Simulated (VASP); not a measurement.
Write the native input for VASP 6.6.1 that does the following.

```
Task                   : single point
Functional             : PBEsol
Potentials or basis    : VASP PAW PBE potentials, release 64 (Si, W_sv)
Cutoff                 : 520 eV
k mesh                 : 5 × 5 × 5
Occupations            : gaussian, width 0.05 eV
Spin                   : no spin polarisation
Dipole correction      : no
Further INCAR settings : ALGO = Normal; EDIFF = 1e-07; NBANDS = 53
```

The structure of Si7W4 (a cell with a defect) lies in POSCAR:

```
Si7W4
1.0
   -3.2034200408      3.2034200408      7.8134584989
    1.6017100204     -1.6017100204      3.9067292494
    3.2034200408      3.2034200408     -7.8134584989
Si W
7 4
Direct
    0.1692007412      0.3463139634      0.0064579417
    0.3304972307      0.6678078045     -0.0041015539
    0.3287771959      0.6504529190      0.5000001497
    0.6627427803      0.3333980543     -0.0064579417
    0.8345987654      0.6760108868      0.0041015539
    0.6651626594      0.3313429938      0.4999999936
    0.8404338785      0.6599295227      0.4999999936
   -0.0039035010      0.0014462335      0.4999999936
   -0.0035810952     -0.0018803354      0.9938674790
    0.5061879407     -0.0098697056      0.4999999936
    0.5025514580      0.0103847836      1.0061324956
```

The input as run:

INCAR

```
SYSTEM = Si7W4
PREC = Accurate
ENCUT = 520
EDIFF = 1E-7
ISMEAR = 0
SIGMA = 0.05
LREAL = .False.
LASPH = .True.
NELM = 100
ALGO = Normal
ISIF = 2
LWAVE = .False.
LCHARG = .True.
GGA = PS
LELF = .True.
LVHAR = .True.
NBANDS = 53
```

KPOINTS

```
Automatic mesh
0
Gamma
  5 5 5
  0 0 0
```

Potentials or basis: VASP PAW PBE potentials, release 64 (Si, W_sv).

The run is started by

```console
$ cat potpaw_PBE.64/Si/POTCAR potpaw_PBE.64/W_sv/POTCAR > POTCAR
$ mpirun -np 1 vasp_std > vasp.out
```

It gave:

- Pressure: -3.1 GPa
- Largest force: 0.021 eV/Å
- Band gap on the k mesh: zero (band 42 reaches 10.34 eV, above the bottom of band 43 at 9.68 eV)

Caveat: the k points lie up to 0.42 Å⁻¹ apart; the PAW data sets were made with another functional, which shifts forces and pressure a little; spin-orbit coupling is left out, which moves the levels of the heavy elements.

Run time: 10 min on 1 thread of Intel(R) Xeon(R) Platinum 8259CL CPU @ 2.50GHz (Skylake/Cascade Lake), on a shared host, peak memory 0.57 GiB.
